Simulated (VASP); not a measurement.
Wanted: the native input for a VASP 6.6.1 run.

```yaml
Task: single point
Functional: PBE
Potentials_or_basis: VASP PAW PBE potentials, release 64 (Zr_sv)
Cutoff: 520 eV
k_mesh: 15 × 15 × 8
Occupations: fermi-dirac, width 0.05 eV
Spin: no spin polarisation
Dipole_correction: no
Further_INCAR_settings: ALGO = Normal; EDIFF = 1e-06; NBANDS = 19
```

The structure of Zr lies in POSCAR:

```
Zr
1.0
    3.1321428636      0.0000000000      0.0000000000
   -1.5660714318      2.7125152881      0.0000000000
    0.0000000000      0.0000000000      5.0645965655
Zr
2
Direct
    0.3333333333      0.6666666667      0.2500000000
    0.6666666667      0.3333333333      0.7500000000
```

One way to write it, as run:

INCAR

```
SYSTEM = Zr
PREC = Accurate
ENCUT = 520
EDIFF = 1E-6
ISMEAR = -1
SIGMA = 0.05
LREAL = .False.
LASPH = .True.
NELM = 80
ALGO = Normal
ISIF = 2
LWAVE = .False.
LCHARG = .False.
GGA = PE
NBANDS = 19
```

KPOINTS

```
Automatic mesh
0
Gamma
  15 15 8
  0 0 0
```

Potentials or basis: VASP PAW PBE potentials, release 64 (Zr_sv).

Launch:

```sh
$ cat potpaw_PBE.64/Zr_sv/POTCAR > POTCAR
$ mpirun -np 1 vasp_std > vasp.out
```

It gave:

```json
{
  "Pressure": "8.9 GPa",
  "Band gap on the k mesh": "zero (bands 12 and 13 overlap by 1.38 eV)"
}
```

Caveat: the cell stands under pressure.

It took 26 s on 1 thread of Intel(R) Xeon(R) 6975P-C (Granite Rapids) (shared host), peak memory 0.22 GiB.
